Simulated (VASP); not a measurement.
# Ga2As2H in VASP: a series of runs

Runs on Ga2As2H. Level: PBE. Tasks: single point, relaxation of the atoms.

Everything below comes from runs of VASP 6.6.1. Logs are shortened: lines on timing, memory, paths and dates and some standing lists are left out, and cuts for length are marked.

## 1. The cell of the first run

The cell holds a slab with vacuum, 5 atoms: a = 4.063 Å, b = 4.063 Å, c = 19.890 Å, α = 90.00°, β = 90.00°, γ = 90.00°.

## 2. Single point, PBE, collinear spin

Contents of INCAR:

```
ALGO = Normal
DIPOL = 0.5 0.5 0.350
EDIFF = 1E-7
ENCUT = 520
GGA = PE
IDIPOL = 3
ISIF = 2
ISMEAR = 0
ISPIN = 2
LASPH = T
LCHARG = F
LDIPOL = T
LORBIT = 11
LREAL = F
LWAVE = F
MAGMOM = 0 0 0 0 1
NBANDS = 30
NELM = 150
PREC = Accurate
SIGMA = 0.05
```

Contents of KPOINTS:

```
k-points
0
Gamma
  7 7 1
```

Contents of POSCAR:

```
Ga2As2H
1.0
    4.0629609257      0.0000000000      0.0000000000
    0.0000000000      4.0629609257      0.0000000000
    0.0000000000      0.0000000000     19.8904986560
As Ga H
2 2 1
Direct
    0.0000000000      0.5000000000      0.2011010417
    0.5000000000      0.0000000000      0.3511019680
    0.5000000000      0.5000000000      0.2733201266
    0.0000000000      0.0000000000      0.4218345051
    0.0000000000      0.0000000000      0.5008470987
```

Potentials or basis: VASP PAW PBE potentials, release 64 (As, Ga_d, H).

Launch:

```bash
> cat potpaw_PBE.64/As/POTCAR potpaw_PBE.64/Ga_d/POTCAR potpaw_PBE.64/H/POTCAR > POTCAR
> mpirun -np 1 vasp_std > vasp.out
```

OUTCAR:

```text
EDIFF = 1E-7
   ENCUT = 520
   GGA = PE
   ISIF = 2
   ISMEAR = 0
   ISPIN = 2
   LASPH = T
   LORBIT = 11
   LREAL = F
   NELM = 150
   PREC = Accurate

 ion  position               nearest neighbor table
   1  0.000  0.500  0.201-   3 2.49   3 2.49
   2  0.500  0.000  0.351-   4 2.47   4 2.47   3 2.55   3 2.55
   3  0.500  0.500  0.273-   1 2.49   1 2.49   2 2.55   2 2.55
   4  0.000  0.000  0.422-   5 1.57   2 2.47   2 2.47
   5  0.000  0.000  0.501-   4 1.57

  LATTYP: Found a simple tetragonal cell.
 ALAT       =     4.0629609257
 C/A-ratio  =     4.8955673017

  Lattice vectors:

 A1 = (   4.0629609257,   0.0000000000,   0.0000000000)
 A2 = (   0.0000000000,   4.0629609257,   0.0000000000)
 A3 = (   0.0000000000,   0.0000000000,  19.8904986560)

Analysis of symmetry for initial positions (statically):
=====================================================================
 Subroutine PRICEL returns:
 Original cell was already a primitive cell.

 Routine SETGRP: Setting up the symmetry group for a
 simple tetragonal supercell.

 Subroutine GETGRP returns: Found  4 space group operations
 (whereof  4 operations were pure point group operations)
 out of a pool of 16 trial point group operations.

The static configuration has the point symmetry C_2v.

Analysis of symmetry for dynamics (positions and initial velocities):
=====================================================================
 Subroutine PRICEL returns:
 Original cell was already a primitive cell.

 Routine SETGRP: Setting up the symmetry group for a
 simple tetragonal supercell.

 Subroutine GETGRP returns: Found  4 space group operations
 (whereof  4 operations were pure point group operations)
 out of a pool of 16 trial point group operations.

The dynamic configuration has the point symmetry C_2v.

Analysis of structural, dynamic, and magnetic symmetry:
=====================================================================
 Subroutine PRICEL returns:
 Original cell was already a primitive cell.

 Routine SETGRP: Setting up the symmetry group for a
 simple tetragonal supercell.

 Subroutine GETGRP returns: Found  4 space group operations
 (whereof  4 operations were pure point group operations)
 out of a pool of 16 trial point group operations.

The overall configuration has the point symmetry C_2v.

 Subroutine INISYM returns: Found  4 space group operations
 (whereof  4 operations are pure point group operations),
 and found     1 'primitive' translations

----------------------------------------------------------------------------------------

                                     Primitive cell

  volume of cell :     328.3454

  direct lattice vectors                    reciprocal lattice vectors
     4.062960926  0.000000000  0.000000000     0.246125921  0.000000000  0.000000000
     0.000000000  4.062960926  0.000000000     0.000000000  0.246125921  0.000000000
     0.000000000  0.000000000 19.890498656     0.000000000  0.000000000  0.050275260

  length of vectors
     4.062960926  4.062960926 19.890498656     0.246125921  0.246125921  0.050275260

  position of ions in fractional coordinates (direct lattice)
     0.000000000  0.500000000  0.201101042
     0.500000000  0.000000000  0.351101968
     0.500000000  0.500000000  0.273320127
     0.000000000  0.000000000  0.421834505
     0.000000000  0.000000000  0.500847099

  ion indices of the primitive-cell ions
   primitive index   ion index
                 1           1
                 2           2
                 3           3
                 4           4
                 5           5

----------------------------------------------------------------------------------------

 KPOINTS: k-points

Automatic generation of k-mesh.
 Grid dimensions read from file:
 generate k-points for:    7    7    1

 Generating k-lattice:

  Cartesian coordinates                     Fractional coordinates (reciprocal lattice)
     0.035160846  0.000000000  0.000000000     0.142857143  0.000000000  0.000000000
     0.000000000  0.035160846  0.000000000     0.000000000  0.142857143  0.000000000
     0.000000000  0.000000000  0.050275260     0.000000000  0.000000000  1.000000000

  Length of vectors
     0.035160846  0.035160846  0.050275260

  Shift w.r.t. Gamma in fractional coordinates (k-lattice)
     0.000000000  0.000000000  0.000000000

 Subroutine IBZKPT returns following result:
 ===========================================

 Found     16 irreducible k-points:

 Following reciprocal coordinates:
            Coordinates               Weight
  0.000000  0.000000  0.000000      1.000000
  0.142857  0.000000  0.000000      2.000000
  0.000000  0.142857  0.000000      2.000000
  0.285714  0.000000  0.000000      2.000000
  0.000000  0.285714  0.000000      2.000000
  0.428571  0.000000  0.000000      2.000000
[... 8 lines left out ...]
 -0.285714  0.428571  0.000000      4.000000
  0.428571  0.428571  0.000000      4.000000
   k-points           NKPTS =     16   k-points in BZ     NKDIM =     16   number of bands    NBANDS=     30
   number of dos      NEDOS =    301   number of ions     NIONS =      5
   total plane-waves  NPLWV = 135000
   dimension x,y,z NGX =    30 NGY =   30 NGZ =  150
   dimension x,y,z NGXF=    60 NGYF=   60 NGZF=  300
   ions per type =               2   2   1
   NGX,Y,Z   is equivalent  to a cutoff of  12.28, 12.28, 12.54 a.u.
   NGXF,Y,Z  is equivalent  to a cutoff of  24.55, 24.55, 25.07 a.u.
 SYSTEM =  unknown system
   PREC   = accura    normal or accurate (medium, high low for compatibility)
   ISTART =      0    job   : 0-new  1-cont  2-samecut
   ICHARG =      2    charge: 1-file 2-atom 10-const
   ISPIN  =      2    spin polarized calculation?
   LNONCOLLINEAR =      F non collinear calculations
   LSORBIT =      F    spin-orbit coupling
   LASPH  =      T    aspherical Exc in radial PAW
   ENCUT  =  520.0 eV  38.22 Ry    6.18 a.u.   7.55  7.55 36.98*2*pi/ulx,y,z
   NELM   =    150;   NELMIN=  2; NELMDL= -5     # of ELM steps
   EDIFF  = 0.1E-06   stopping-criterion for ELM
   LREAL  =      F    real-space projection
   EDIFFG = 0.1E-05   stopping-criterion for IOM
   NSW    =      0    number of steps for IOM
   IBRION =     -1    ionic relax: 0-MD 1-quasi-New 2-CG
[... 24 lines left out ...]
   LEPSILON=     F    determine dielectric tensor
   LRPA    =     F    only Hartree local field effects (RPA)
 spin polarized calculation
 Gauss-broadening in eV      SIGMA  =   0.05
  energy-cutoff  :      520.00
  volume of cell :      328.35
 maximum number of plane-waves:      8887
 NGX is ok and might be reduce to    30
   NGX = 15   NGY = 15   NGZ = 73

 dipolmoment           0.000000      0.000000      0.000025 electrons x Angstroem

 number of electron      37.0000033 magnetization       0.1428434

 dipolmoment           0.000000      0.000000     -0.097379 electrons x Angstroem

 Free energy of the ion-electron system (eV)
  ---------------------------------------------------
  ext. energy  EPLUGINS =         0.00000000
  ---------------------------------------------------
  free energy    TOTEN  =       -17.55614103 eV

  energy without entropy =      -17.55378699  energy(sigma->0) =      -17.55496401

 E-fermi :  -2.6405     XC(G=0):  -3.6967

 val. band max:       -2.6415656015   @ k =   0.2857   0.2857   0.0000
 cond. band min:      -2.5750475718   @ k =   0.4286   0.2857   0.0000
 fundamental gap:      0.0665180297
 Fermi energy:        -2.6405224003

 spin component 1

 k-point     1 :       0.0000    0.0000    0.0000
  band No.  band energies     occupation
      1     -17.7674      1.00000
      2     -17.6504      1.00000
      3     -17.6031      1.00000
      4     -17.5675      1.00000
      5     -17.5039      1.00000
      6     -16.8917      1.00000
[... 22 lines left out ...]
     29       4.0558      0.00000
     30       4.5037      0.00000

 k-point     2 :       0.1429    0.0000    0.0000
  band No.  band energies     occupation
      1     -17.7626      1.00000
      2     -17.6518      1.00000
      3     -17.6028      1.00000
      4     -17.5647      1.00000
      5     -17.5117      1.00000
      6     -16.8889      1.00000
[... 22 lines left out ...]
     29       3.8936      0.00000
     30       4.1862      0.00000

 k-point     3 :       0.0000    0.1429    0.0000
  band No.  band energies     occupation
      1     -17.7653      1.00000
      2     -17.6512      1.00000
      3     -17.6040      1.00000
      4     -17.5673      1.00000
      5     -17.5038      1.00000
      6     -16.8965      1.00000
[... 395 lines left out ...]
      6     -16.9152      1.00000
[... 22 lines left out ...]
     29       4.8298      0.00000
     30       4.9147      0.00000

 k-point    16 :       0.4286    0.4286    0.0000
  band No.  band energies     occupation
      1     -17.7313      1.00000
      2     -17.6627      1.00000
      3     -17.6061      1.00000
      4     -17.5561      1.00000
      5     -17.5369      1.00000
      6     -16.9118      1.00000
[... 22 lines left out ...]
     29       5.5147      0.00000
     30       5.7243      0.00000
 Fermi energy:        -2.6405224003

 spin component 2

 k-point     1 :       0.0000    0.0000    0.0000
  band No.  band energies     occupation
      1     -17.7674      1.00000
      2     -17.6501      1.00000
      3     -17.6034      1.00000
      4     -17.5668      1.00000
      5     -17.5034      1.00000
      6     -16.8918      1.00000
[... 22 lines left out ...]
     29       4.1285      0.00000
     30       4.5205      0.00000

 k-point     2 :       0.1429    0.0000    0.0000
  band No.  band energies     occupation
      1     -17.7627      1.00000
      2     -17.6515      1.00000
      3     -17.6031      1.00000
      4     -17.5640      1.00000
      5     -17.5112      1.00000
      6     -16.8890      1.00000
[... 22 lines left out ...]
     29       3.9021      0.00000
     30       4.2847      0.00000

 k-point     3 :       0.0000    0.1429    0.0000
  band No.  band energies     occupation
      1     -17.7653      1.00000
      2     -17.6509      1.00000
      3     -17.6043      1.00000
      4     -17.5665      1.00000
      5     -17.5033      1.00000
      6     -16.8965      1.00000
[... 418 lines left out ...]
     29       4.8463      0.00000
     30       4.9283      0.00000

 k-point    16 :       0.4286    0.4286    0.0000
  band No.  band energies     occupation
      1     -17.7315      1.00000
      2     -17.6625      1.00000
      3     -17.6064      1.00000
      4     -17.5555      1.00000
      5     -17.5362      1.00000
      6     -16.9116      1.00000
[... 22 lines left out ...]
     29       5.5368      0.00000
     30       5.7370      0.00000

------------------------ aborting loop because EDIFF is reached ----------------------------------------

 vacuum level on the upper side and lower side of the slab       (xc-potential included)        -0.520         0.519

  FORCE on cell =-STRESS in cart. coord.  units (eV):
  Direction    XX          YY          ZZ          XY          YZ          ZX
  --------------------------------------------------------------------------------------
  -------------------------------------------------------------------------------------
  Total       -2.0783168     -1.7140622     -0.8136637      0.0000000      0.0000000      0.0000000
  in kB      -10.1412470     -8.3638492     -3.9703112      0.0000000      0.0000000      0.0000000
  external PRESSURE =      -7.4918025 kB  Pullay stress =       0.0000000 kB

 VOLUME and BASIS-vectors are now :
 -----------------------------------------------------------------------------
  energy-cutoff  :      520.00
  volume of cell :      328.35
      direct lattice vectors                 reciprocal lattice vectors
     4.062960926  0.000000000  0.000000000     0.246125921  0.000000000  0.000000000
     0.000000000  4.062960926  0.000000000     0.000000000  0.246125921  0.000000000
     0.000000000  0.000000000 19.890498656     0.000000000  0.000000000  0.050275260

 POSITION                                       TOTAL-FORCE (eV/Angst)
 -----------------------------------------------------------------------------------
      0.00000      2.03148      4.00000         0.000000      0.000000      0.225196
      2.03148      0.00000      6.98359         0.000000      0.000000      0.449271
      2.03148      2.03148      5.43647         0.000000      0.000000     -0.283734
      0.00000      0.00000      8.39050         0.000000      0.000000     -0.378952
      0.00000      0.00000      9.96210         0.000000      0.000000     -0.011782
 -----------------------------------------------------------------------------------
    total drift:                                0.000000      0.000000     -0.000038

  FREE ENERGIE OF THE ION-ELECTRON SYSTEM (eV)
  ---------------------------------------------------
  free  energy   TOTEN  =       -17.5561410291 eV

  energy  without entropy=      -17.5537869947  energy(sigma->0) =      -17.55496401

 vacuum level on the upper side and lower side of the slab         2.082         3.149

 total charge

# of ion       s       p       d       tot
------------------------------------------
    1        1.290   1.344   0.016   2.651
    2        1.227   1.524   0.028   2.780
    3        0.907   0.711   9.978  11.595
    4        0.940   0.720   9.967  11.627
    5        0.525   0.010   0.000   0.535
--------------------------------------------------
tot          4.889   4.309  19.989  29.187

 magnetization (x)

# of ion       s       p       d       tot
------------------------------------------
    1        0.002   0.055   0.000   0.057
    2        0.000   0.003   0.000   0.003
    3       -0.002  -0.002   0.001  -0.002
    4       -0.000   0.001   0.000   0.001
    5        0.000   0.000   0.000   0.000
--------------------------------------------------
tot          0.000   0.057   0.002   0.059
```

Wall time 5.5 min (1 thread of AMD EPYC 9R45 (Zen 5), shared host); peak memory 0.58 GiB.

What came out:

* Free energy: -17.5561 eV
* Largest force: 0.449 eV/Å
* Net moment: 0.14 μB per cell
* Site moments: As +0.06, +0.00; Ga -0.00, +0.00; H +0.00 μB
* Valence electrons inside the program's atomic spheres: As 2.65, 2.78; Ga 11.60, 11.63; H 0.54

Forces on the atoms (eV/Å):
```
As   0.000  0.000  0.225
As   0.000  0.000  0.449
Ga   0.000  0.000 -0.284
Ga   0.000  0.000 -0.379
H    0.000  0.000 -0.012
```

## 3. Relaxation of the atoms, PBE, collinear spin

Contents of INCAR:

```
SYSTEM = Ga2As2H
ALGO = Normal ; DIPOL = 0.5 0.5 0.349
EDIFF = 1E-7 ; EDIFFG = -0.025
ENCUT = 450 ; GGA = PE
GGA_COMPAT = .FALSE. ; IBRION = 2
IDIPOL = 3 ; ISIF = 2
ISMEAR = 0 ; ISPIN = 2
KPAR = 4 ; LASPH = .TRUE.
LCHARG = .FALSE. ; LDIPOL = .TRUE.
LORBIT = 11 ; LREAL = .FALSE.
LWAVE = .FALSE. ; MAGMOM = 0 0 0 0 1
NELM = 200 ; NELMDL = -8
NELMIN = 4 ; NSW = 36
PREC = Accurate ; SIGMA = 0.05
```

Contents of KPOINTS:

```
k-points
0
G
  7 7 1
  0 0 0
```

Contents of POSCAR:

```
Ga2As2H
1.0
    4.0629609257      0.0000000000      0.0000000000
    0.0000000000      4.0629609257      0.0000000000
    0.0000000000      0.0000000000     19.8904986560
As Ga H
2 2 1
Selective dynamics
Direct
    0.0000000000      0.5000000000      0.2011010417  F F F
    0.5000000000      0.0000000000      0.3511019680  F F F
    0.5000000000      0.5000000000      0.2733201266  F F F
    0.0000000000      0.0000000000      0.4218345051  F F F
    0.0000000000      0.0000000000      0.4992584061  F F T
```

Potentials or basis: VASP PAW PBE potentials, release 64 (As, Ga_d, H).

Launch:

```bash
> cat potpaw_PBE.64/As/POTCAR potpaw_PBE.64/Ga_d/POTCAR potpaw_PBE.64/H/POTCAR > POTCAR
> mpirun -np 4 vasp_std > vasp.out
```

Wall time 2.3 min (4 MPI ranks of Intel Xeon 6975P-C (Granite Rapids), shared host); peak memory 0.52 GiB.

The run converged. Its results:

```yaml
Free_energy: -17.5539 eV
Energy_gained_by_relaxing: 1.2 meV/atom
Ionic_steps: 3
Net_moment: 0.14 μB per cell
Site_moments: As +0.06, +0.00; Ga -0.00, +0.00; H +0.00 μB
Valence_electrons_inside_the_program's_atomic_spheres: As 2.65, 2.78; Ga 11.60, 11.63; H 0.54
```

The path:
| step | energy change (eV) | largest force on free atoms (eV/Å) | pressure (GPa) |
| --- | --- | --- | --- |
| 1 | 0.0000 | 0.4165 | -0.68 |
| 2 | -0.0055 | 0.1384 | -0.75 |
| 3 | -0.0062 | 0.0030 | -0.78 |

Final structure:
```
As Ga H
1.0
     4.06296    0.00000    0.00000
     0.00000    4.06296    0.00000
     0.00000    0.00000   19.89050
As Ga H
2 2 1
Direct
  0.00000 0.50000 0.20110
  0.50000 0.00000 0.35110
  0.50000 0.50000 0.27332
  0.00000 0.00000 0.42183
  0.00000 0.00000 0.50082
```

Levels at points of the mesh, in eV from the Fermi level:
Spin up:
| k point | band 14 | band 15 | band 16 | band 17 | band 18 | band 19 | band 20 | band 21 | band 22 | band 23 |
| --- | --- | --- | --- | --- | --- | --- | --- | --- | --- | --- |
| (0.00, 0.00, 0.00) | -3.58 | -1.70 | -1.39 | -0.84 | -0.29 | 0.87 | 1.53 | 2.25 | 2.90 | 3.90 |
Spin down:
```
           k point  band 15  band 16  band 17  band 18  band 19  band 20  band 21  band 22
(0.00, 0.00, 0.00)    -1.69    -1.38    -0.82    -0.25     1.02     1.54     2.28     2.91
```

## 4. Single point, PBE, collinear spin

Contents of INCAR:

```
SYSTEM = Ga2As2H
ALGO = Normal
DIPOL = 0.5 0.5 0.339
EDIFF = 1E-6
ENCUT = 520
GGA = PE
IDIPOL = 3
ISIF = 2
ISMEAR = 0
ISPIN = 2
LASPH = .True.
LCHARG = .True.
LDIPOL = .True.
LELF = .True.
LORBIT = 11
LREAL = .False.
LVACPOTAV = .True.
LVHAR = .True.
LWAVE = .False.
MAGMOM = 0 0 0 0 1
NBANDS = 30
NELM = 150
PREC = Accurate
SIGMA = 0.05
```

Contents of KPOINTS:

```
k-points
0
Gamma
  7 7 1
  0 0 0
```

Contents of POSCAR:

```
Ga2As2H
1.0
    4.0629609257      0.0000000000      0.0000000000
    0.0000000000      4.0629609257      0.0000000000
    0.0000000000      0.0000000000     19.8904986560
As Ga H
2 2 1
Direct
    0.0000000000      0.5000000000      0.2011010417
    0.5000000000      0.0000000000      0.3511019680
    0.5000000000      0.5000000000      0.2733201266
    0.0000000000      0.0000000000      0.4218345051
    0.0000000000      0.5000000000      0.4500600759
```

Launch:

```bash
> cat potpaw_PBE.64/As/POTCAR potpaw_PBE.64/Ga_d/POTCAR potpaw_PBE.64/H/POTCAR > POTCAR
> mpirun -np 1 vasp_std > vasp.out
```

It took 5.5 min on 1 thread of AMD EPYC 9R45 (Zen 5), shared host; peak memory 0.57 GiB.

The run converged. Its results:

```yaml
Free_energy: -17.0424 eV
Largest_force: 0.393 eV/Å
Net_moment: 0.14 μB per cell
Site_moments: As +0.06, +0.00; Ga -0.00; H +0.00 μB
Valence_electrons_inside_the_program's_atomic_spheres: As 2.65, 2.77; Ga 11.60, 11.47; H 0.46
```

Forces in eV/Å, atoms in the order of the input:
```
As   0.000  0.000  0.243
As   0.000  0.000  0.125
Ga   0.000  0.000  0.020
Ga   0.000  0.000 -0.393
H    0.000  0.000  0.005
```

Levels at points of the mesh, in eV from the Fermi level:
Spin up:
```
           k point  band 14  band 15  band 16  band 17  band 18  band 19  band 20  band 21  band 22  band 23
(0.00, 0.00, 0.00)    -3.05    -1.52    -1.19    -0.20    -0.05     0.91     2.16     2.41     2.73     3.63
```
Spin down:
```csv
k point,band 15,band 16,band 17,band 18,band 19,band 20,band 21,band 22
"(0.00, 0.00, 0.00)",-1.51,-1.17,-0.16,-0.02,1.08,2.16,2.43,2.73
```

## 5. Summary

| task | cell | cutoff (eV) | atoms held fixed (from 0) | atoms held along some axes (from 0) | gap on the mesh (eV) | moment (μB) | largest force (eV/Å) |
| --- | --- | --- | --- | --- | --- | --- | --- |
| single point | as given, atomic positions A | 520 | - | - | none | 0.14 | 0.45 |
| relaxation of the atoms | atoms relaxed, atomic positions B | 450 | [0, 1, 2, 3] | atom 4 along a and b | none | 0.14 | - |
| single point | as given, atomic positions C | 520 | - | - | none | 0.14 | 0.39 |

Alike in all rows: level PBE; potentials or basis VASP PAW PBE potentials, release 64 (As, Ga_d, H); spin collinear; k mesh 7 × 7 × 1; smearing gaussian 0.05 eV.

Absolute energies hang on the potentials; compare differences alone.

The gap in the log of VASP goes by the Fermi energy; the results here count the filled bands.